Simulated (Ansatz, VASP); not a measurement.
## LiF: VASP beside Ansatz

```xyz
4
Lattice="3.0704 0.0000 0.0000 -1.5352 2.6590 0.0000 0.0000 0.0000 4.2678" Properties=species:S:1:pos:R:3 pbc="T T T"
Li    0.0000    1.7727    1.6264
Li    1.5352    0.8863    3.7603
F     0.0000    1.7727    4.2419
F     1.5352    0.8863    2.1080
```

Alike in both runs: task single point; functional PBE; k mesh 9 × 9 × 6; occupations gaussian, width 0.05 eV; no spin polarisation.

|  | VASP | Ansatz |
| --- | --- | --- |
| version | VASP 6.6.1 | Ansatz 0.2.0 |
| potentials or method | VASP PAW PBE potentials, release 64 (Li_sv, F), cutoff 520 eV | scalar-relativistic, plane waves, PAW |
| valence electrons in the cell | 20 | 20 |

VASP gave:

| Property | Result |
| --- | --- |
| gap on the k mesh at the Fermi level (eV) | 8.38 |
| least direct gap on the mesh (eV) | 8.38 |
| rms of the force components (eV/Å) | 0.694 |

Q: What did Ansatz give for the same quantities?

A: gap on the k mesh at the Fermi level (eV): 8.40; least direct gap on the mesh (eV): 8.40; rms of the force components (eV/Å): 0.651.

Atom by atom the forces differ by 0.043 eV/Å (rms over components).

Noted on VASP's run: the cutoff is short for stress, so the pressure is rough.
